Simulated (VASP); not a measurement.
Here is a VASP 6.6.1 calculation.

File INCAR:

```
ALGO     = Normal         # electronic algorithm
EDIFF    = 1E-6           # SCF threshold, eV
ENCUT    = 520            # plane-wave cutoff, eV
GGA      = CA             # functional
ISIF     = 2              # what is computed and relaxed
ISMEAR   = 0              # smearing method
LASPH    = True           # aspherical terms in the spheres
LCHARG   = False          # write CHGCAR
LREAL    = False          # projectors in reciprocal space
LWAVE    = False          # write WAVECAR
NBANDS   = 20             # bands
NELM     = 100            # most SCF steps
PREC     = Accurate       # precision mode
SIGMA    = 0.15           # smearing width, eV
```

The input KPOINTS:

```
k-points
0
Gamma
  18 18 10
```

POSCAR

```
Ta2N
1.0
    3.0063696993      0.0000000000      0.0000000000
   -1.5031848497      2.6035925328      0.0000000000
    0.0000000000      0.0000000000      4.7004343749
Ta N
2 1
Direct
    0.6666666667      0.3333333333      0.7466885012
    0.3333333333      0.6666666667      0.2533114988
    0.0000000000      0.0000000000      0.0000000000
```

Potentials or basis: VASP PAW LDA potentials, release 64 (Ta_pv, N).

Command:

```sh
$ cat potpaw_LDA.64/Ta_pv/POTCAR potpaw_LDA.64/N/POTCAR > POTCAR
$ mpirun -np 1 vasp_std > vasp.out
```

(1) Predict the largest force.

(2) Predict the pressure.

Results:

(1) 0.507 eV/Å.

(2) 21.6 GPa.
